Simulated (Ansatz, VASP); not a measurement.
**AlNi: VASP beside Ansatz**

```
Al Ni
1.0
     2.89308    0.00000    0.00000
     0.00000    4.09144    0.00000
     0.00000    0.00000   27.27431
Al Ni
7 7
Direct
  0.00000 0.50000 0.27217
  0.00000 0.00000 0.34955
  0.00000 0.50000 0.42527
  0.00000 0.00000 0.50000
  0.00000 0.50000 0.57473
  0.00000 0.00000 0.65045
  0.00000 0.50000 0.72783
  0.50000 0.00000 0.27840
  0.50000 0.50000 0.35097
  0.50000 0.00000 0.42444
  0.50000 0.50000 0.50000
  0.50000 0.00000 0.57556
  0.50000 0.50000 0.64903
  0.50000 0.00000 0.72160
```

Alike in both runs: functional PBE; k mesh 12 × 9 × 1; occupations gaussian, width 0.1 eV; no spin polarisation.

Ansatz relaxed the structure, and its values are those at the end. VASP's run is a single point on that final structure, the one shown.

```csv
,VASP,Ansatz
version,VASP 6.6.1,Ansatz 0.2.0
potentials or method,"VASP PAW PBE potentials, release 64 (Al, Ni), cutoff 520 eV","scalar-relativistic, plane waves, PAW"
valence electrons in the cell,91,147
```

Ansatz gave:

* gap on the k mesh at the Fermi level (eV): none
* rms of the force components (eV/Å): 0.007
* work function, face that differs most (eV): 4.74

**Question.** What did VASP give for the same quantities?

**Answer.** gap on the k mesh at the Fermi level (eV): none; rms of the force components (eV/Å): 0.007; work function, face that differs most (eV): 4.73.

A gap of «none» marks a metal or a gap that the smearing closes. VASP's potentials hold 91 valence electrons a cell and Ansatz's 147, so a difference there can come from the potentials and not from the codes. Ansatz's warnings: xc potential rough in thin density.
